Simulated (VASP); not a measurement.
# HfB2 (P6/mmm) in VASP: a series of runs

Runs on HfB2. Level: PBEsol. Tasks: single point, relaxation of shape and atoms at fixed volume.

All numbers are computed with VASP 6.6.1; they aren't measurements. Logs are shortened: lines on timing, memory, paths and dates and some standing lists are left out, and cuts for length are marked.

## Step 1: The cell of the first run

The structure is hexagonal, space group P6/mmm (No. 191). The conventional cell has a = 3.140 Å, b = 3.140 Å, c = 3.480 Å, α = 90.00°, β = 90.00°, γ = 120.00°. Within 3.3 Å of Hf (site symmetry 6/mmm) lie 12 B at 2.51 Å and 6 Hf at 3.14 Å. Within 2.4 Å of B (site symmetry -6m2) lie 3 B at 1.81 Å.

## Step 2: Single point, PBEsol

INCAR reads:

```
SYSTEM = HfB2
PREC = Accurate ; ENCUT = 520
EDIFF = 1E-6 ; ISMEAR = 0
SIGMA = 0.1 ; LREAL = .False.
LASPH = .True. ; NELM = 100
ALGO = Normal ; ISIF = 2
LWAVE = .False. ; LCHARG = .True.
GGA = PS ; LELF = .True.
LVHAR = .True. ; NBANDS = 15
```

KPOINTS reads:

```
regular mesh
0
Gamma
  6 6 6
  0 0 0
```

POSCAR reads:

```
HfB2
1.0
    3.1400000000      0.0000000000      0.0000000000
   -1.5700000000      2.7193197679      0.0000000000
    0.0000000000      0.0000000000      3.4800000000
Hf B
1 2
Direct
    0.0000000000      0.0000000000      0.0000000000
    0.3333333333      0.6666666667      0.5000000000
    0.6666666667      0.3333333333      0.5000000000
```

Potentials or basis: VASP PAW PBE potentials, release 64 (Hf_pv, B).

Command:

```sh
cat potpaw_PBE.64/Hf_pv/POTCAR potpaw_PBE.64/B/POTCAR > POTCAR
mpirun -np 1 vasp_std > vasp.out
```

OUTCAR:

```text
SYSTEM = HfB2
   PREC = Accurate
   ENCUT = 520
   EDIFF = 1E-6
   ISMEAR = 0
   LREAL = .False.
   LASPH = .True.
   NELM = 100
   ISIF = 2
   GGA = PS

 ion  position               nearest neighbor table
   1  0.000  0.000  0.000-   2 2.51   3 2.51   2 2.51   3 2.51   3 2.51   3 2.51   2 2.51   2 2.51
                             3 2.51   3 2.51   2 2.51   2 2.51
   2  0.333  0.667  0.500-   3 1.81   3 1.81   3 1.81   1 2.51   1 2.51   1 2.51   1 2.51   1 2.51
                             1 2.51
   3  0.667  0.333  0.500-   2 1.81   2 1.81   2 1.81   1 2.51   1 2.51   1 2.51   1 2.51   1 2.51
                             1 2.51

  LATTYP: Found a hexagonal cell.
 ALAT       =     3.1400000000
 C/A-ratio  =     1.1082802548

  Lattice vectors:

 A1 = (   3.1400000000,   0.0000000000,   0.0000000000)
 A2 = (  -1.5700000000,   2.7193197679,   0.0000000000)
 A3 = (   0.0000000000,   0.0000000000,   3.4800000000)

Analysis of symmetry for initial positions (statically):
=====================================================================
 Subroutine PRICEL returns:
 Original cell was already a primitive cell.

 Routine SETGRP: Setting up the symmetry group for a
 hexagonal supercell.

 Subroutine GETGRP returns: Found 24 space group operations
 (whereof 24 operations were pure point group operations)
 out of a pool of 24 trial point group operations.

The static configuration has the point symmetry D_6h.

Analysis of symmetry for dynamics (positions and initial velocities):
=====================================================================
 Subroutine PRICEL returns:
 Original cell was already a primitive cell.

 Routine SETGRP: Setting up the symmetry group for a
 hexagonal supercell.

 Subroutine GETGRP returns: Found 24 space group operations
 (whereof 24 operations were pure point group operations)
 out of a pool of 24 trial point group operations.

The dynamic configuration has the point symmetry D_6h.

 Subroutine INISYM returns: Found 24 space group operations
 (whereof 24 operations are pure point group operations),
 and found     1 'primitive' translations

----------------------------------------------------------------------------------------

                                     Primitive cell

  volume of cell :      29.7146

  direct lattice vectors                    reciprocal lattice vectors
     3.140000000  0.000000000  0.000000000     0.318471338  0.183869512  0.000000000
    -1.570000000  2.719319768  0.000000000     0.000000000  0.367739025  0.000000000
     0.000000000  0.000000000  3.480000000     0.000000000  0.000000000  0.287356322

  length of vectors
     3.140000000  3.140000000  3.480000000     0.367739025  0.367739025  0.287356322

  position of ions in fractional coordinates (direct lattice)
     0.000000000  0.000000000  0.000000000
     0.333333333  0.666666667  0.500000000
     0.666666667  0.333333333  0.500000000

  ion indices of the primitive-cell ions
   primitive index   ion index
                 1           1
                 2           2
                 3           3

----------------------------------------------------------------------------------------

 KPOINTS: regular mesh

Automatic generation of k-mesh.
 Grid dimensions read from file:
 generate k-points for:    6    6    6

 Generating k-lattice:

  Cartesian coordinates                     Fractional coordinates (reciprocal lattice)
     0.053078556  0.030644919  0.000000000     0.166666667  0.000000000  0.000000000
     0.000000000  0.061289837  0.000000000     0.000000000  0.166666667  0.000000000
     0.000000000  0.000000000  0.047892720     0.000000000  0.000000000  0.166666667

  Length of vectors
     0.061289837  0.061289837  0.047892720

  Shift w.r.t. Gamma in fractional coordinates (k-lattice)
     0.000000000  0.000000000  0.000000000

 Subroutine IBZKPT returns following result:
 ===========================================

 Found     28 irreducible k-points:

 Following reciprocal coordinates:
            Coordinates               Weight
  0.000000  0.000000  0.000000      1.000000
  0.166667  0.000000  0.000000      6.000000
  0.333333  0.000000  0.000000      6.000000
  0.500000  0.000000  0.000000      3.000000
  0.166667  0.166667  0.000000      6.000000
  0.333333  0.166667  0.000000     12.000000
[... 16 lines left out ...]
  0.166667  0.000000  0.500000      6.000000
  0.333333  0.000000  0.500000      6.000000
 [... further k-points ...]
   k-points           NKPTS =     28   k-points in BZ     NKDIM =     28   number of bands    NBANDS=     15
   number of dos      NEDOS =    301   number of ions     NIONS =      3
   total plane-waves  NPLWV =  16128
   dimension x,y,z NGX =    24 NGY =   24 NGZ =   28
   dimension x,y,z NGXF=    48 NGYF=   48 NGZF=   56
   ions per type =               1   2
   NGX,Y,Z   is equivalent  to a cutoff of  12.71, 12.71, 13.38 a.u.
   NGXF,Y,Z  is equivalent  to a cutoff of  25.41, 25.41, 26.75 a.u.
 SYSTEM =  HfB2
   PREC   = accura    normal or accurate (medium, high low for compatibility)
   ISTART =      0    job   : 0-new  1-cont  2-samecut
   ICHARG =      2    charge: 1-file 2-atom 10-const
   ISPIN  =      1    spin polarized calculation?
   LNONCOLLINEAR =      F non collinear calculations
   LSORBIT =      F    spin-orbit coupling
   LASPH  =      T    aspherical Exc in radial PAW
   ENCUT  =  520.0 eV  38.22 Ry    6.18 a.u.   5.84  5.84  6.47*2*pi/ulx,y,z
   NELM   =    100;   NELMIN=  2; NELMDL= -5     # of ELM steps
   EDIFF  = 0.1E-05   stopping-criterion for ELM
   LREAL  =      F    real-space projection
   EDIFFG = 0.1E-04   stopping-criterion for IOM
   NSW    =      0    number of steps for IOM
   IBRION =     -1    ionic relax: 0-MD 1-quasi-New 2-CG
   NFREE  =      0    steps in history (QN), initial steepest desc. (CG)
   ISIF   =      2    stress and relaxation
   ISYM   =      2    0-nonsym 1-usesym 2-fastsym
   POTIM  = 0.5000    time-step for ionic-motion
   TEBEG  =    0.0;   TEEND  =   0.0 temperature during run
   PSTRESS=    0.0 pullay stress
   NELECT =      16.0000    total number of electrons
   NUPDOWN=      -1.0000    fix difference up-down
   EMIN   =  10.00;   EMAX   =-10.00  energy-range for DOS
   EFERMI =   0.00;   METHOD = LEGACY
   ISMEAR =     0;   SIGMA  =   0.10  broadening in eV -4-tet -1-fermi 0-gaus
   EFERMI_NEDOS =   21; number of points for ismear=-14 and -15
   IALGO  =     38    algorithm
   IMIX   =      4    mixing-type and parameters
     AMIX     =   0.40;   BMIX     =  1.00
     AMIX_MAG =   1.60;   BMIX_MAG =  1.00
  volume/ion in A,a.u.               =       9.90        66.84
  Fermi-wavevector in a.u.,A,eV,Ry     =   1.331860  2.516850 24.134693  1.773850
  Thomas-Fermi vector in A             =   2.460838
   LORBIT       =      0    0 simple, 1 ext, 2 COOP (PROOUT), +10 PAW based schemes
   GGA     = PS    functional components
   LHFCALC =     F    Hartree Fock is set to
   AEXX    =    0.0000 exact exchange contribution
   IVDW    =     0    specifies the selected vdW correction
   LEPSILON=     F    determine dielectric tensor
   LRPA    =     F    only Hartree local field effects (RPA)
 non-spin polarized calculation
 Gauss-broadening in eV      SIGMA  =   0.10
  energy-cutoff  :      520.00
  volume of cell :       29.71
 maximum number of plane-waves:       816
 NGX is ok and might be reduce to    24
   NGX = 11   NGY = 11   NGZ = 13

 number of electron      15.9999998 magnetization

 Free energy of the ion-electron system (eV)
  ---------------------------------------------------
  ext. energy  EPLUGINS =         0.00000000
  ---------------------------------------------------
  free energy    TOTEN  =       -27.80307133 eV

  energy without entropy =      -27.79789448  energy(sigma->0) =      -27.80048291

 E-fermi :   7.1389     XC(G=0): -12.6818

 val. band max:        7.0531026056   @ k =   0.1667   0.1667   0.1667
 cond. band min:       7.1747481248   @ k =   0.1667   0.1667   0.1667
 fundamental gap:      0.1216455191
 Fermi energy:         7.1388553479

 k-point     1 :       0.0000    0.0000    0.0000
  band No.  band energies     occupation
      1     -23.0372      2.00000
      2     -22.5029      2.00000
      3     -22.5029      2.00000
      4      -6.1796      2.00000
      5       4.5152      2.00000
      6       4.6628      2.00000
      7       4.6628      2.00000
      8       4.7949      2.00000
      9      11.5411      0.00000
     10      11.5411      0.00000
     11      12.2249      0.00000
     12      12.2249      0.00000
     13      12.5390      0.00000
     14      12.5390      0.00000
     15      12.6111      0.00000

 k-point     2 :       0.1667    0.0000    0.0000
  band No.  band energies     occupation
      1     -23.0039      2.00000
      2     -22.7054      2.00000
      3     -22.5482      2.00000
      4      -5.5940      2.00000
      5       3.2296      2.00000
      6       4.3417      2.00000
      7       4.6051      2.00000
      8       5.0253      2.00000
      9      10.0009      0.00000
     10      11.1654      0.00000
     11      11.2345      0.00000
     12      11.8888      0.00000
     13      13.5050      0.00000
     14      14.5373      0.00000
     15      14.7454      0.00000

 k-point     3 :       0.3333    0.0000    0.0000
  band No.  band energies     occupation
      1     -23.0888      2.00000
      2     -22.9367      2.00000
      3     -22.6373      2.00000
      4      -4.0472      2.00000
      5       0.7092      2.00000
      6       3.6743      2.00000
      7       4.3200      2.00000
      8       5.0929      2.00000
      9      10.3750      0.00000
     10      10.4761      0.00000
     11      10.5241      0.00000
     12      12.1578      0.00000
     13      13.5997      0.00000
     14      16.5662      0.00000
     15      17.9299      0.00000

 k-point     4 :       0.5000    0.0000    0.0000
  band No.  band energies     occupation
      1     -23.2709      2.00000
      2     -22.9028      2.00000
      3     -22.6812      2.00000
      4      -2.2238      2.00000
      5      -1.4474      2.00000
      6       3.4150      2.00000
      7       4.1337      2.00000
      8       4.6591      2.00000
      9       9.6837      0.00000
     10      10.2436      0.00000
     11      13.1313      0.00000
     12      13.2828      0.00000
     13      13.8664      0.00000
     14      14.8959      0.00000
     15      18.6972      0.00000
[... 307 lines left out ...]
 k-point    22 :       0.0000    0.0000    0.5000
  band No.  band energies     occupation
      1     -23.3161      2.00000
      2     -22.4821      2.00000
      3     -22.4821      2.00000
      4      -3.7422      2.00000
      5      -0.8251      2.00000
      6       6.3808      2.00000
      7       6.3808      2.00000
      8       7.8352      0.00000
      9       7.8352      0.00000
     10       8.5417      0.00000
     11       8.5417      0.00000
     12       9.7503      0.00000
     13      12.6644      0.00000
     14      14.9379      0.00000
     15      18.6992      0.00000

 k-point    23 :       0.1667    0.0000    0.5000
  band No.  band energies     occupation
      1     -23.2726      2.00000
      2     -22.6774      2.00000
      3     -22.5252      2.00000
      4      -3.5980      2.00000
      5       0.0224      2.00000
      6       3.8971      2.00000
      7       4.5651      2.00000
      8       6.8141      2.00000
      9       9.3859      0.00000
     10       9.5685      0.00000
     11      10.2110      0.00000
     12      10.3615      0.00000
     13      14.9770      0.00000
     14      15.9365      0.00000
     15      18.4316      0.00000

 k-point    24 :       0.3333    0.0000    0.5000
  band No.  band energies     occupation
      1     -23.1843      2.00000
      2     -23.0489      2.00000
      3     -22.6102      2.00000
      4      -3.1596      2.00000
      5       1.2718      2.00000
      6       1.9193      2.00000
      7       3.0869      2.00000
      8       5.1372      2.00000
      9      10.8791      0.00000
     10      11.2673      0.00000
     11      11.6946      0.00000
     12      13.4840      0.00000
     13      15.7839      0.00000
     14      16.4516      0.00000
     15      18.6258      0.00000

 [... further k-points ...]
[... 5 lines left out ...]
  --------------------------------------------------------------------------------------
  -------------------------------------------------------------------------------------
  Total       -0.5659114     -0.5659114     -1.2305758      0.0000000      0.0000000      0.0000000
  in kB      -30.5133489    -30.5133489    -66.3513533      0.0000000      0.0000000      0.0000000
  external PRESSURE =     -42.4593504 kB  Pullay stress =       0.0000000 kB

 VOLUME and BASIS-vectors are now :
 -----------------------------------------------------------------------------
  energy-cutoff  :      520.00
  volume of cell :       29.71
      direct lattice vectors                 reciprocal lattice vectors
     3.140000000  0.000000000  0.000000000     0.318471338  0.183869512  0.000000000
    -1.570000000  2.719319768  0.000000000     0.000000000  0.367739025  0.000000000
     0.000000000  0.000000000  3.480000000     0.000000000  0.000000000  0.287356322

 POSITION                                       TOTAL-FORCE (eV/Angst)
 -----------------------------------------------------------------------------------
      0.00000      0.00000      0.00000         0.000000      0.000000      0.000000
     -0.00000      1.81288      1.74000        -0.000000     -0.000000      0.000000
      1.57000      0.90644      1.74000         0.000000      0.000000      0.000000
 -----------------------------------------------------------------------------------
    total drift:                               -0.000000      0.000000      0.000000

  FREE ENERGIE OF THE ION-ELECTRON SYSTEM (eV)
  ---------------------------------------------------
  free  energy   TOTEN  =       -27.8030713329 eV

  energy  without entropy=      -27.7978944828  energy(sigma->0) =      -27.80048291
```

It took 8.1 s on 1 thread of Intel Xeon Platinum 8488C (Sapphire Rapids), shared host; peak memory 0.15 GiB.

Results:

```yaml
Free_energy: -27.8031 eV
Pressure: -4.2 GPa
Band_gap_on_the_k_mesh: zero (band 8 reaches 8.32 eV, above the bottom of band 9 at 7.17 eV)
```

Stress tensor (GPa, compression positive):
```
-3.05  0.00  0.00
 0.00 -3.05  0.00
 0.00  0.00 -6.64
```

Caveat: the k points lie up to 0.39 Å⁻¹ apart; the PAW data sets were made with another functional, which shifts forces and pressure a little; spin-orbit coupling is left out, which moves the levels of the heavy elements.

## Step 3: Relaxation of shape and atoms at fixed volume, PBEsol (volume scaled by 0.94)

INCAR reads:

```
SYSTEM = HfB2
ALGO     = Normal         ! electronic algorithm
EDIFF    = 1E-6           ! SCF threshold, eV
EDIFFG   = -0.01          ! ionic threshold
ENCUT    = 600            ! plane-wave cutoff, eV
GGA      = PS             ! functional
IBRION   = 2              ! ionic algorithm
ISIF     = 4              ! what is computed and relaxed
ISMEAR   = 0              ! smearing method
LASPH    = .TRUE.         ! aspherical terms in the spheres
LCHARG   = .FALSE.        ! write CHGCAR
LREAL    = .FALSE.        ! projectors in reciprocal space
LWAVE    = .FALSE.        ! write WAVECAR
NELM     = 60             ! most SCF steps
NSW      = 50             ! ionic steps
PREC     = Accurate       ! precision mode
SIGMA    = 0.1            ! smearing width, eV
```

KPOINTS reads:

```
k-points
0
G
  18 18 12
  0 0 0
```

POSCAR reads:

```
HfB2
1.0
    3.0662838527      0.0000000000      0.0000000000
   -1.5331419263      2.6554797117      0.0000000000
    0.0000000000      0.0000000000      3.3706793751
Hf B
1 2
Direct
    0.0000000000      0.0000000000      0.0000000000
    0.3333333333      0.6666666667      0.5000000000
    0.6666666667      0.3333333333      0.5000000000
```

Potentials or basis: VASP PAW PBE potentials, release 64 (Hf_pv, B).

Command:

```sh
cat potpaw_PBE.64/Hf_pv/POTCAR potpaw_PBE.64/B/POTCAR > POTCAR
mpirun -np 1 vasp_std > vasp.out
```

It took 73 s on 1 thread of Intel Xeon Platinum 8488C (Sapphire Rapids), shared host; peak memory 0.24 GiB.

Results (log left out):

| Quantity | Value |
| --- | --- |
| Free energy | -27.7722 eV |
| Energy gained by relaxing | 0.0 meV/atom |
| Ionic steps | 2 |
| Pressure after relaxing | 18.4 GPa |
| Band gap on the k mesh | zero (band 8 reaches 8.93 eV, above the bottom of band 9 at 7.65 eV) |

Final structure:
```xyz
3
Lattice="3.0672 0.0000 0.0000 -1.5336 2.6563 0.0000 0.0000 0.0000 3.3687" Properties=species:S:1:pos:R:3 pbc="T T T"
Hf    3.0672    0.0000    0.0000
B     0.0000    1.7709    1.6843
B     1.5336    0.8854    1.6843
```

Levels at points of the mesh, in eV from the Fermi level:
| k point | band 4 | band 5 | band 6 | band 7 | band 8 | band 9 | band 10 | band 11 | band 12 |
| --- | --- | --- | --- | --- | --- | --- | --- | --- | --- |
| (0.00, 0.00, 0.00) | -14.23 | -3.27 | -3.19 | -3.19 | -2.68 | 4.34 | 4.34 | 5.13 | 5.13 |
| (0.50, 0.00, 0.00) | -10.24 | -9.09 | -4.42 | -3.58 | -3.21 | 2.30 | 2.90 | 6.15 | 6.16 |
| (0.00, 0.00, 0.50) | -11.37 | -8.73 | -1.29 | -1.29 | 0.16 | 0.16 | 0.98 | 0.98 | 2.54 |
| (0.50, 0.00, 0.50) | -10.77 | -7.60 | -5.37 | -5.07 | -2.54 | 4.40 | 4.68 | 6.79 | 8.10 |

Caveat: the PAW data sets were made with another functional, which shifts forces and pressure a little; spin-orbit coupling is left out, which moves the levels of the heavy elements.
